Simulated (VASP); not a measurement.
# Ga4PN3: single point with PBE

Ga4PN3:

```
N P Ga
1.0
     5.53831    0.00000    0.01612
     0.00000    3.37734    0.00000
     0.01710    0.00000    5.89594
N P Ga
3 1 4
Direct
  0.99582 0.00000 0.32127
  0.00234 0.50000 0.84569
  0.49504 0.50000 0.16900
  0.50739 0.00000 0.66059
  0.35783 0.00000 0.30166
  0.35596 0.50000 0.86751
  0.86236 0.50000 0.16705
  0.92326 0.00000 0.66723
```

```yaml
Program: VASP 6.6.1
Task: single point
Functional: PBE
Potentials_or_basis: VASP PAW PBE potentials, release 64 (N, P, Ga_d)
Cutoff: 520 eV
k_mesh: 4 × 8 × 4
Occupations: fermi-dirac, width 0.02 eV
Spin: no spin polarisation
```

```json
{
 "Pressure": "0.1 GPa",
 "Largest force": "0.033 eV/Å",
 "Band gap on the k mesh": "0.11 eV, indirect (least direct gap 0.54 eV)"
}
```

Forces on the atoms (eV/Å):
```
N    0.003  0.000 -0.004
N    0.007  0.000  0.004
N   -0.007  0.000 -0.004
P   -0.007  0.000  0.006
Ga   0.012  0.000  0.027
Ga   0.020  0.000 -0.026
Ga  -0.006  0.000 -0.001
Ga  -0.022  0.000  0.000
```

Levels at points of the mesh, in eV from the valence-band top:
```csv
k point,band 34,band 35,band 36,band 37,band 38,band 39
"(0.00, 0.00, 0.00)",-1.39,-1.03,-0.43,0.11,1.38,2.43
"(0.50, 0.00, 0.00)",-2.30,-1.15,-0.11,1.19,1.61,1.88
"(0.00, 0.50, 0.00)",-3.27,-3.15,-2.74,3.16,3.32,3.52
"(0.50, 0.50, 0.00)",-3.04,-2.99,-1.80,2.66,3.20,3.26
"(0.00, 0.00, 0.50)",-2.30,-1.65,-0.11,1.69,1.93,3.23
"(0.50, 0.00, 0.50)",-2.84,-2.63,-0.42,2.26,2.29,3.33
"(0.00, 0.50, 0.50)",-3.20,-2.33,-1.74,1.78,2.15,2.93
"(0.50, 0.50, 0.50)",-2.81,-2.19,-2.14,1.53,1.74,1.94
```

Wall time 2.5 min on 1 thread of AMD EPYC 9R45 96-Core Processor (Zen 5), on a shared host, peak memory 0.31 GiB.

A k mesh can miss the band edges.
